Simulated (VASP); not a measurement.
A run of VASP 6.6.1:

INCAR

```
ALGO = Normal
EDIFF = 1E-6
ENCUT = 500
GGA = PE
GGA_COMPAT = False
ISIF = 2
ISMEAR = 0
LASPH = True
LCHARG = True
LELF = True
LREAL = False
LVHAR = True
LWAVE = False
NBANDS = 39
NELM = 120
PREC = Accurate
SIGMA = 0.2
```

The input KPOINTS:

```
k-points
0
Gamma
  4 4 3
```

POSCAR

```
Zr4Si3
1.0
    6.0048721052      0.0000000035      0.0000000000
   -3.0024360557      5.2003717879      0.0000000000
    0.0000000000      0.0000000000      5.2654545548
Zr Si
4 3
Direct
    0.5000000000      0.0000000000      0.0000000000
    0.0000000000      0.5000000000      0.0000000000
    0.5000000000      0.5000000000      0.0000000000
    0.0000000000      0.0000000000      0.0000000000
    0.5000000000      0.0000000000      0.5000000000
    0.0000000000      0.5000000000      0.5000000000
    0.5000000000      0.5000000000      0.5000000000
```

Potentials or basis: VASP PAW PBE potentials, release 64 (Zr_sv, Si).

The run is started by

```console
$ cat potpaw_PBE.64/Zr_sv/POTCAR potpaw_PBE.64/Si/POTCAR > POTCAR
$ mpirun -np 1 vasp_std > vasp.out
```

Hardware: 1 thread of Intel Xeon 8259CL (shared host).

**Question.** How long does it take, and how much memory?

**Answer.** Run time: 2.2 min on 1 thread of Intel Xeon 8259CL, with other jobs on the host, peak memory 0.29 GiB. Counts: scf iterations 14, k points 8.
